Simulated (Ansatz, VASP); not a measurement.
**GaP in VASP and in Ansatz**

File INCAR:

```
  PREC = Accurate
  ENCUT = 500
  EDIFF = 1E-6
  ISMEAR = 0
  SIGMA = 0.05
  LREAL = F
  LASPH = T
  NELM = 120
  ALGO = Normal
  ISIF = 2
  LWAVE = F
  LCHARG = F
  GGA = PE
  NBANDS = 16
  GGA_COMPAT = F
```

The input KPOINTS:

```
Automatic mesh
0
Gamma
  6 6 6
```

POSCAR

```
GaP
1.0
    0.0000000000      2.7598497568      2.7598497568
    2.7598497568      0.0000000000      2.7598497568
    2.7598497568      2.7598497568      0.0000000000
Ga P
1 1
Direct
    0.0000000000      0.0000000000      0.0000000000
    0.2500000000      0.2500000000      0.2500000000
```

Input for Ansatz:

```yaml
crystal:
  lattice:
    - [0.0, 2.7598497568, 2.7598497568]
    - [2.7598497568, 0.0, 2.7598497568]
    - [2.7598497568, 2.7598497568, 0.0]
  atoms:
    - { symbol: Ga, position: [0.0, 0.0, 0.0] }
    - { symbol: P, position: [0.25, 0.25, 0.25] }
basis:
  ecutwfc: 420
kpoints:
  mp_grid: { grid: [6, 6, 6] }
hamiltonian:
  xc: pbe
scf:
  occupations: { method: gaussian, width: 0.05 }
output:
  forces: true
  stress: true
  eigenvalues: true
```

Alike in both runs: task single point; functional PBE; k mesh 6 × 6 × 6; occupations gaussian, width 0.05 eV; no spin polarisation.

|  | VASP | Ansatz |
| --- | --- | --- |
| version | VASP 6.6.1 | Ansatz 0.2.0 |
| potentials or method | VASP PAW PBE potentials, release 64 (Ga_d, P), cutoff 500 eV | scalar-relativistic, plane waves, PAW |
| valence electrons in the cell | 18 | 18 |

|  | VASP | Ansatz | Ansatz less VASP |
| --- | --- | --- | --- |
| gap on the k mesh at the Fermi level (eV) | 1.51 | 1.52 | +0.003 |
| least direct gap on the mesh (eV) | 1.51 | 1.52 | +0.003 |
| pressure (GPa) | -0.6 | -0.5 | +0.07 |

With one functional, cell and mesh, what is left measures potentials, basis and numerics.
